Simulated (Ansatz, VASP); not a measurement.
# One calculation of BaS, two programs

INCAR

```
ALGO = Normal
EDIFF = 1E-6
ENCUT = 500
GGA = PS
GGA_COMPAT = False
ISIF = 2
ISMEAR = 1
LASPH = True
LCHARG = False
LREAL = False
LWAVE = False
NBANDS = 15
NELM = 120
PREC = Accurate
SIGMA = 0.05
```

The input KPOINTS:

```
k-points
0
Gamma
  4 4 4
```

POSCAR

```
BaS
1.0
    0.0000000000      3.5194117709      3.5194117709
    3.5194117709      0.0000000000      3.5194117709
    3.5194117709      3.5194117709      0.0000000000
Ba S
1 1
Direct
    0.0000000000      0.0000000000      0.0000000000
    0.2500000000      0.2500000000      0.2500000000
```

Input for Ansatz:

```yaml
crystal:
  lattice:
    - [0.0, 3.5194117709, 3.5194117709]
    - [3.5194117709, 0.0, 3.5194117709]
    - [3.5194117709, 3.5194117709, 0.0]
  atoms:
    - { symbol: Ba, position: [0.0, 0.0, 0.0] }
    - { symbol: S, position: [0.25, 0.25, 0.25] }
kpoints:
  mp_grid: { grid: [4, 4, 4] }
hamiltonian:
  xc: pbesol
scf:
  occupations: { method: methfessel_paxton, width: 0.05 }
  n_extra_bands: 4
output:
  forces: true
  stress: true
  eigenvalues: true
```

Alike in both runs: task single point; functional PBEsol; k mesh 4 × 4 × 4; occupations methfessel-paxton of order 1, width 0.05 eV; no spin polarisation.

```csv
,VASP,Ansatz
version,VASP 6.6.1,Ansatz 0.2.0
potentials or method,"VASP PAW PBE potentials, release 64 (Ba_sv, S)",plane waves
plane-wave cutoff (eV),500,420
valence electrons in the cell,16,16
```

```tsv
	VASP	Ansatz	Ansatz less VASP
gap on the k mesh at the Fermi level (eV)	2.63	2.62	-0.011
pressure (GPa)	-0.8	-1.2	-0.43
```

VASP's potentials were made for PBE, not for PBEsol. With one functional, cell and mesh, what is left measures potentials, basis and numerics.

Neither program's run includes spin-orbit coupling.
